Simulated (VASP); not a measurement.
# ZnS (Cmc2_1) in VASP: further runs

The runs below take ZnS through single point, with PBE.

All numbers are computed with VASP 6.6.1; they aren't measurements. Logs are shortened: lines on timing, memory, paths and dates and some standing lists are left out, and cuts for length are marked.

## 1. The cell of the first run

Symmetry: Cmc2_1, No. 36, orthorhombic system. The conventional cell has a = 3.845 Å, b = 6.661 Å, c = 6.305 Å, α = 90.00°, β = 90.00°, γ = 90.00°. Within 3.1 Å of Zn (site symmetry m) lie 4 S at 2.34 to 2.37 Å. Within 3.1 Å of S (site symmetry m) lie 4 Zn at 2.34 to 2.37 Å.

## 2. Single point, PBE (atoms displaced along a vibrational mode)

INCAR reads:

```
SYSTEM = ZnS
  PREC = Accurate
  ENCUT = 520
  EDIFF = 1E-6
  ISMEAR = 0
  SIGMA = 0.05
  LREAL = .FALSE.
  LASPH = .TRUE.
  NELM = 60
  ALGO = Normal
  ISIF = 2
  LWAVE = .FALSE.
  LCHARG = .TRUE.
  GGA = PE
  LELF = .TRUE.
  LVHAR = .TRUE.
  NBANDS = 46
```

KPOINTS reads:

```
Automatic mesh
0
G
  8 4 4
  0 0 0
```

POSCAR reads:

```
ZnS
1.0
   -3.8454929876      0.0000000000      0.0000000000
    0.0000000000      0.0000000000     -6.3053333116
    0.0000000000     -6.6605892347      0.0000000000
Zn S
4 4
Direct
    0.5000000000      0.9947802896      0.1554064017
    0.0000000000      0.9947802896      0.6554064017
    0.0000000000      0.4947802896      0.3445935983
    0.5000000000      0.4947802896      0.8445935983
    0.5000000000      0.6202196276      0.1757633347
    0.0000000000      0.6202196276      0.6757633347
    0.0000000000      0.1202196276      0.3242366653
    0.5000000000      0.1202196276      0.8242366653
```

Potentials or basis: VASP PAW PBE potentials, release 64 (Zn, S).

Started as:

```bash
$ cat potpaw_PBE.64/Zn/POTCAR potpaw_PBE.64/S/POTCAR > POTCAR
$ mpirun -np 1 vasp_std > vasp.out
```

OUTCAR:

```text
SYSTEM = ZnS
   PREC = Accurate
   ENCUT = 520
   EDIFF = 1E-6
   ISMEAR = 0
   LREAL = .FALSE.
   LASPH = .TRUE.
   NELM = 60
   ISIF = 2
   GGA = PE

 ion  position               nearest neighbor table
   1  0.500  0.995  0.155-   8 2.34   7 2.36   7 2.36   5 2.37
   2  0.000  0.995  0.655-   7 2.34   8 2.36   8 2.36   6 2.37
   3  0.000  0.495  0.345-   6 2.34   5 2.36   5 2.36   7 2.37
   4  0.500  0.495  0.845-   5 2.34   6 2.36   6 2.36   8 2.37
   5  0.500  0.620  0.176-   4 2.34   3 2.36   3 2.36   1 2.37
   6  0.000  0.620  0.676-   3 2.34   4 2.36   4 2.36   2 2.37
   7  0.000  0.120  0.324-   2 2.34   1 2.36   1 2.36   3 2.37
   8  0.500  0.120  0.824-   1 2.34   2 2.36   2 2.36   4 2.37

  LATTYP: Found a simple orthorhombic cell.
 ALAT       =     3.8454929876
 B/A-ratio  =     1.6396683941
 C/A-ratio  =     1.7320508076

  Lattice vectors:

 A1 = (  -3.8454929876,   0.0000000000,   0.0000000000)
 A2 = (   0.0000000000,   0.0000000000,  -6.3053333116)
 A3 = (   0.0000000000,  -6.6605892347,   0.0000000000)

Analysis of symmetry for initial positions (statically):
=====================================================================
 Subroutine PRICEL returns following result:

  LATTYP: Found a hexagonal cell.
 ALAT       =     3.8454929876
 C/A-ratio  =     1.6396683941

  Lattice vectors:

 A1 = (  -1.9227464938,  -3.3302946173,   0.0000000000)
 A2 = (  -1.9227464938,   3.3302946173,   0.0000000000)
 A3 = (   0.0000000000,   0.0000000000,  -6.3053333116)

   2 primitive cells build up your supercell.

 Routine SETGRP: Setting up the symmetry group for a
 simple orthorhombic supercell.

 Subroutine GETGRP returns: Found  4 space group operations
 (whereof  2 operations were pure point group operations)
 out of a pool of  8 trial point group operations.

The static configuration has the point symmetry C_1h.
 The point group associated with its full space group is C_2v.

Analysis of symmetry for dynamics (positions and initial velocities):
=====================================================================
 Subroutine PRICEL returns following result:

  LATTYP: Found a hexagonal cell.
 ALAT       =     3.8454929876
 C/A-ratio  =     1.6396683941

  Lattice vectors:

 A1 = (  -1.9227464938,  -3.3302946173,   0.0000000000)
 A2 = (  -1.9227464938,   3.3302946173,   0.0000000000)
 A3 = (   0.0000000000,   0.0000000000,  -6.3053333116)

   2 primitive cells build up your supercell.

 Routine SETGRP: Setting up the symmetry group for a
 simple orthorhombic supercell.

 Subroutine GETGRP returns: Found  4 space group operations
 (whereof  2 operations were pure point group operations)
 out of a pool of  8 trial point group operations.

The dynamic configuration has the point symmetry C_1h.
 The point group associated with its full space group is C_2v.

 Subroutine INISYM returns: Found  4 space group operations
 (whereof  2 operations are pure point group operations),
 and found     2 'primitive' translations

----------------------------------------------------------------------------------------

                                     Primitive cell

  volume of cell :      80.7500

  direct lattice vectors                    reciprocal lattice vectors
    -1.922746494 -3.330294617  0.000000000    -0.260044682 -0.150136867  0.000000000
    -1.922746494  3.330294617  0.000000000    -0.260044682  0.150136867  0.000000000
     0.000000000  0.000000000 -6.305333312     0.000000000  0.000000000 -0.158595898

  length of vectors
     3.845492988  3.845492988  6.305333312     0.300273734  0.300273734  0.158595898

  position of ions in fractional coordinates (direct lattice)
     0.655406402  0.344593598  0.994780290
     0.344593598  0.655406402  0.494780290
     0.675763335  0.324236665  0.620219628
     0.324236665  0.675763335  0.120219628

  ion indices of the primitive-cell ions
   primitive index   ion index
                 1           1
                 2           4
                 3           5
                 4           8

----------------------------------------------------------------------------------------

 KPOINTS: Automatic mesh

Automatic generation of k-mesh.
 Grid dimensions read from file:
 generate k-points for:    8    4    4

 Generating k-lattice:

  Cartesian coordinates                     Fractional coordinates (reciprocal lattice)
    -0.032505585  0.000000000  0.000000000     0.125000000  0.000000000  0.000000000
     0.000000000  0.000000000 -0.039648975     0.000000000  0.250000000  0.000000000
     0.000000000 -0.037534217  0.000000000     0.000000000  0.000000000  0.250000000

  Length of vectors
     0.032505585  0.039648975  0.037534217

  Shift w.r.t. Gamma in fractional coordinates (k-lattice)
     0.000000000  0.000000000  0.000000000

 Subroutine IBZKPT returns following result:
 ===========================================

 Found     45 irreducible k-points:

 Following reciprocal coordinates:
            Coordinates               Weight
  0.000000  0.000000  0.000000      1.000000
  0.125000  0.000000  0.000000      2.000000
  0.250000  0.000000  0.000000      2.000000
  0.375000  0.000000  0.000000      2.000000
  0.500000  0.000000  0.000000      1.000000
  0.000000  0.250000  0.000000      2.000000
[... 16 lines left out ...]
  0.250000  0.250000  0.250000      8.000000
  0.375000  0.250000  0.250000      8.000000
 [... further k-points ...]
   k-points           NKPTS =     45   k-points in BZ     NKDIM =     45   number of bands    NBANDS=     46
   number of dos      NEDOS =    301   number of ions     NIONS =      8
   total plane-waves  NPLWV =  72000
   dimension x,y,z NGX =    30 NGY =   48 NGZ =   50
   dimension x,y,z NGXF=    60 NGYF=   96 NGZF=  100
   ions per type =               4   4
   NGX,Y,Z   is equivalent  to a cutoff of  12.97, 12.66, 12.48 a.u.
   NGXF,Y,Z  is equivalent  to a cutoff of  25.94, 25.31, 24.96 a.u.
 SYSTEM =  ZnS
   PREC   = accura    normal or accurate (medium, high low for compatibility)
   ISTART =      0    job   : 0-new  1-cont  2-samecut
   ICHARG =      2    charge: 1-file 2-atom 10-const
   ISPIN  =      1    spin polarized calculation?
   LNONCOLLINEAR =      F non collinear calculations
   LSORBIT =      F    spin-orbit coupling
   LASPH  =      T    aspherical Exc in radial PAW
   ENCUT  =  520.0 eV  38.22 Ry    6.18 a.u.   7.15 11.72 12.38*2*pi/ulx,y,z
   NELM   =     60;   NELMIN=  2; NELMDL= -5     # of ELM steps
   EDIFF  = 0.1E-05   stopping-criterion for ELM
   LREAL  =      F    real-space projection
   EDIFFG = 0.1E-04   stopping-criterion for IOM
   NSW    =      0    number of steps for IOM
   IBRION =     -1    ionic relax: 0-MD 1-quasi-New 2-CG
   NFREE  =      0    steps in history (QN), initial steepest desc. (CG)
   ISIF   =      2    stress and relaxation
   ISYM   =      2    0-nonsym 1-usesym 2-fastsym
   POTIM  = 0.5000    time-step for ionic-motion
   TEBEG  =    0.0;   TEEND  =   0.0 temperature during run
   PSTRESS=    0.0 pullay stress
   NELECT =      72.0000    total number of electrons
   NUPDOWN=      -1.0000    fix difference up-down
   EMIN   =  10.00;   EMAX   =-10.00  energy-range for DOS
   EFERMI =   0.00;   METHOD = LEGACY
   ISMEAR =     0;   SIGMA  =   0.05  broadening in eV -4-tet -1-fermi 0-gaus
   EFERMI_NEDOS =   21; number of points for ismear=-14 and -15
   IALGO  =     38    algorithm
   IMIX   =      4    mixing-type and parameters
     AMIX     =   0.40;   BMIX     =  1.00
     AMIX_MAG =   1.60;   BMIX_MAG =  1.00
  volume/ion in A,a.u.               =      20.19       136.23
  Fermi-wavevector in a.u.,A,eV,Ry     =   1.250628  2.363344 21.280464  1.564070
  Thomas-Fermi vector in A             =   2.384613
   LORBIT       =      0    0 simple, 1 ext, 2 COOP (PROOUT), +10 PAW based schemes
   GGA     = PE    functional components
   LHFCALC =     F    Hartree Fock is set to
   AEXX    =    0.0000 exact exchange contribution
   IVDW    =     0    specifies the selected vdW correction
   LEPSILON=     F    determine dielectric tensor
   LRPA    =     F    only Hartree local field effects (RPA)
 non-spin polarized calculation
 Gauss-broadening in eV      SIGMA  =   0.05
  energy-cutoff  :      520.00
  volume of cell :      161.50
 maximum number of plane-waves:      4370
 NGX is ok and might be reduce to    30
   NGX = 15   NGY = 23   NGZ = 25

 number of electron      71.9999968 magnetization

 Free energy of the ion-electron system (eV)
  ---------------------------------------------------
  ext. energy  EPLUGINS =         0.00000000
  ---------------------------------------------------
  free energy    TOTEN  =       -27.36944511 eV

  energy without entropy =      -27.36944511  energy(sigma->0) =      -27.36944511

 E-fermi :   2.1921     XC(G=0):  -9.5176

 val. band max:        1.9396268335   @ k =   0.0000   0.0000   0.0000
 cond. band min:       3.9863248930   @ k =   0.0000   0.0000   0.0000
 fundamental gap:      2.0466980594
 Fermi energy:         2.1921452867

 k-point     1 :       0.0000    0.0000    0.0000
  band No.  band energies     occupation
      1     -11.0917      2.00000
      2     -10.2299      2.00000
      3     -10.2017      2.00000
      4      -9.8789      2.00000
      5      -4.3483      2.00000
      6      -4.3448      2.00000
[... 38 lines left out ...]
     45       8.8376      0.00000
     46       9.3505      0.00000

 k-point     2 :       0.1250    0.0000    0.0000
  band No.  band energies     occupation
      1     -11.0158      2.00000
      2     -10.1869      2.00000
      3     -10.1605      2.00000
      4      -9.8812      2.00000
      5      -4.3351      2.00000
      6      -4.3307      2.00000
[... 1070 lines left out ...]
 k-point    24 :       0.3750    0.2500    0.2500
  band No.  band energies     occupation
      1     -10.3817      2.00000
      2     -10.0934      2.00000
      3     -10.0141      2.00000
      4      -9.9413      2.00000
      5      -4.3255      2.00000
      6      -4.2833      2.00000
[... 38 lines left out ...]
     45       8.8754      0.00000
     46       9.1495      0.00000

 [... further k-points ...]

------------------------ aborting loop because EDIFF is reached ----------------------------------------

  FORCE on cell =-STRESS in cart. coord.  units (eV):
  Direction    XX          YY          ZZ          XY          YZ          ZX
  --------------------------------------------------------------------------------------
  -------------------------------------------------------------------------------------
  Total        0.2816674     -0.0360381      0.0261218      0.0000000      0.0000000      0.0000000
  in kB        2.7943088     -0.3575198      0.2591442      0.0000000      0.0000000      0.0000000
  external PRESSURE =       0.8986444 kB  Pullay stress =       0.0000000 kB

 VOLUME and BASIS-vectors are now :
 -----------------------------------------------------------------------------
  energy-cutoff  :      520.00
  volume of cell :      161.50
      direct lattice vectors                 reciprocal lattice vectors
    -3.845492988  0.000000000  0.000000000    -0.260044682  0.000000000  0.000000000
     0.000000000  0.000000000 -6.305333312     0.000000000  0.000000000 -0.158595898
     0.000000000 -6.660589235  0.000000000     0.000000000 -0.150136867  0.000000000

 POSITION                                       TOTAL-FORCE (eV/Angst)
 -----------------------------------------------------------------------------------
     -1.92275     -1.03510     -6.27242         0.000000     -0.093000      0.013644
      0.00000     -4.36539     -6.27242         0.000000     -0.093000      0.013644
      0.00000     -2.29520     -3.11975        -0.000000      0.093000      0.013644
     -1.92275     -5.62549     -3.11975         0.000000      0.093000      0.013644
     -1.92275     -1.17069     -3.91069         0.000000      0.032408     -0.013644
      0.00000     -4.50098     -3.91069         0.000000      0.032408     -0.013644
      0.00000     -2.15961     -0.75802        -0.000000     -0.032408     -0.013644
     -1.92275     -5.48990     -0.75802        -0.000000     -0.032408     -0.013644
 -----------------------------------------------------------------------------------
    total drift:                               -0.000000     -0.000000     -0.000327

  FREE ENERGIE OF THE ION-ELECTRON SYSTEM (eV)
  ---------------------------------------------------
  free  energy   TOTEN  =       -27.3694451128 eV

  energy  without entropy=      -27.3694451128  energy(sigma->0) =      -27.36944511
```

Run time: 7.1 min. Hardware: 1 thread of Intel Xeon 8259CL, shared host; peak memory 0.41 GiB.

What came out:

| Property | Result |
| --- | --- |
| Free energy | -27.3694 eV |
| Pressure | 0.1 GPa |
| Largest force | 0.094 eV/Å |
| Band gap on the k mesh | 2.05 eV |

Forces on the atoms (eV/Å):
```
Zn   0.000 -0.093  0.014
Zn   0.000 -0.093  0.014
Zn   0.000  0.093  0.014
Zn   0.000  0.093  0.014
S    0.000  0.032 -0.014
S    0.000  0.032 -0.014
S    0.000 -0.032 -0.014
S    0.000 -0.032 -0.014
```

Levels at points of the mesh, in eV from the valence-band top:
```csv
k point,band 32,band 33,band 34,band 35,band 36,band 37,band 38,band 39,band 40,band 41
"(0.00, 0.00, 0.00)",-0.87,-0.86,-0.10,-0.06,0.00,2.05,3.03,3.72,4.04,4.83
"(0.50, 0.00, 0.00)",-2.93,-1.60,-1.60,-1.54,-1.54,4.84,4.84,5.17,5.17,5.57
"(0.00, 0.50, 0.00)",-1.56,-0.49,-0.49,-0.45,-0.45,3.45,3.45,3.62,3.62,5.19
"(0.50, 0.50, 0.00)",-2.46,-1.39,-1.39,-1.39,-1.39,4.36,4.36,4.36,4.36,6.22
"(0.00, 0.00, 0.50)",-1.57,-0.60,-0.60,-0.45,-0.45,3.73,3.73,4.10,4.10,5.69
"(0.50, 0.00, 0.50)",-2.16,-1.65,-1.65,-0.89,-0.89,3.63,3.63,4.18,4.18,5.27
"(0.00, 0.50, 0.50)",-1.71,-1.05,-1.05,-1.05,-1.05,4.30,4.30,4.30,4.30,5.65
"(0.50, 0.50, 0.50)",-1.63,-1.50,-1.50,-1.50,-1.50,3.45,3.45,3.45,3.45,5.22
```

Caveat: the cell differs from its parent crystal (atoms displaced along a vibrational mode).

## 3. Single point, PBE

INCAR reads:

```
SYSTEM = ZnS
PREC     = Accurate       ! precision mode
ENCUT    = 520            ! plane-wave cutoff, eV
EDIFF    = 1E-7           ! SCF threshold, eV
ISMEAR   = -5             ! smearing method
SIGMA    = 0.05           ! smearing width, eV
LREAL    = .FALSE.        ! projectors in reciprocal space
LASPH    = .TRUE.         ! aspherical terms in the spheres
NELM     = 80             ! most SCF steps
ALGO     = Normal         ! electronic algorithm
ISIF     = 2              ! what is computed and relaxed
LWAVE    = .FALSE.        ! write WAVECAR
LCHARG   = .FALSE.        ! write CHGCAR
GGA      = PE             ! functional
NBANDS   = 46             ! bands
```

KPOINTS reads:

```
regular mesh
0
G
  8 4 4
  0 0 0
```

POSCAR is that of step 2.

Potentials or basis: VASP PAW PBE potentials, release 64 (Zn, S).

Started as:

```bash
$ cat potpaw_PBE.64/Zn/POTCAR potpaw_PBE.64/S/POTCAR > POTCAR
$ mpirun -np 1 vasp_std > vasp.out
```

Run time: 7.8 min. Hardware: 1 thread of Intel Xeon 8259CL, shared host; peak memory 0.42 GiB.

The run converged. Its results:

- Free energy: -27.3694 eV
- Pressure: 0.1 GPa
- Largest force: 0.094 eV/Å
- Band gap on the k mesh: 2.05 eV

Forces in eV/Å, atoms in the order of the input:
```
Zn   0.000 -0.093  0.014
Zn   0.000 -0.093  0.014
Zn   0.000  0.093  0.014
Zn   0.000  0.093  0.014
S    0.000  0.032 -0.014
S    0.000  0.032 -0.014
S    0.000 -0.032 -0.014
S    0.000 -0.032 -0.014
```

Stress tensor (GPa, compression positive):
```
 0.27  0.00  0.00
 0.00 -0.04  0.00
 0.00  0.00  0.02
```

Levels at points of the mesh, in eV from the valence-band top:
| k point | band 33 | band 34 | band 35 | band 36 | band 37 | band 38 | band 39 | band 40 |
| --- | --- | --- | --- | --- | --- | --- | --- | --- |
| (0.00, 0.00, 0.00) | -0.86 | -0.10 | -0.06 | 0.00 | 2.05 | 3.03 | 3.72 | 4.04 |
| (0.50, 0.00, 0.00) | -1.60 | -1.60 | -1.54 | -1.54 | 4.84 | 4.84 | 5.17 | 5.17 |
| (0.00, 0.50, 0.00) | -0.49 | -0.49 | -0.45 | -0.45 | 3.45 | 3.45 | 3.62 | 3.62 |
| (0.50, 0.50, 0.00) | -1.39 | -1.39 | -1.39 | -1.39 | 4.36 | 4.36 | 4.36 | 4.36 |
| (0.00, 0.00, 0.50) | -0.60 | -0.60 | -0.45 | -0.45 | 3.73 | 3.73 | 4.10 | 4.10 |
| (0.50, 0.00, 0.50) | -1.65 | -1.65 | -0.89 | -0.89 | 3.63 | 3.63 | 4.18 | 4.18 |
| (0.00, 0.50, 0.50) | -1.05 | -1.05 | -1.05 | -1.05 | 4.30 | 4.30 | 4.30 | 4.30 |
| (0.50, 0.50, 0.50) | -1.50 | -1.50 | -1.50 | -1.50 | 3.45 | 3.45 | 3.45 | 3.45 |
